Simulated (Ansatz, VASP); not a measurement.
One calculation of W, two programs

File INCAR:

```
SYSTEM = W
PREC = Accurate
ENCUT = 520
EDIFF = 1E-6
ISMEAR = -1
SIGMA = 0.1
LREAL = .FALSE.
LASPH = .TRUE.
NELM = 80
ALGO = Normal
ISIF = 2
LWAVE = .FALSE.
LCHARG = .FALSE.
GGA = PE
NBANDS = 13
```

File KPOINTS:

```
Automatic mesh
0
G
  23 23 23
  0 0 0
```

POSCAR

```
W
1.0
   -1.6534690938      1.6534690938      1.6534690938
    1.6534690938     -1.6534690938      1.6534690938
    1.6534690938      1.6534690938     -1.6534690938
W
1
Direct
    0.0000000000      0.0000000000      0.0000000000
```

Input for Ansatz:

```yaml
crystal:
  lattice:
    - [-1.6534690938, 1.6534690938, 1.6534690938]
    - [1.6534690938, -1.6534690938, 1.6534690938]
    - [1.6534690938, 1.6534690938, -1.6534690938]
  atoms:
    - { symbol: W, position: [0.0, 0.0, 0.0] }
hamiltonian:
  xc: pbe
  pseudopotentials:
    kind: paw
    azcp:
      W: "pseudopotentials/W.paw.azcp"
basis:
  ecutwfc: 420
  fft_grid_basis: typed
kpoints:
  mp_grid: { grid: [23, 23, 23], shift: [0, 0, 0] }
magnetization:
  spin_polarized: false
scf:
  occupations: { method: fermi_dirac, width: 0.1 }
output:
  stress: true
```

Alike in both runs: task single point; functional PBE; k mesh 23 × 23 × 23; occupations fermi-dirac, width 0.1 eV; no spin polarisation.

|  | VASP | Ansatz |
| --- | --- | --- |
| version | VASP 6.6.1 | Ansatz 0.2.0 |
| potentials or method | VASP PAW PBE potentials, release 64 (W_sv), cutoff 520 eV | plane waves (420 eV) with PAW, scalar-relativistic |
| valence electrons in the cell | 14 | 14 |

|  | VASP | Ansatz | Ansatz less VASP |
| --- | --- | --- | --- |
| pressure (GPa) | -26.9 | -27.1 | -0.18 |

Neither program's run includes spin-orbit coupling.
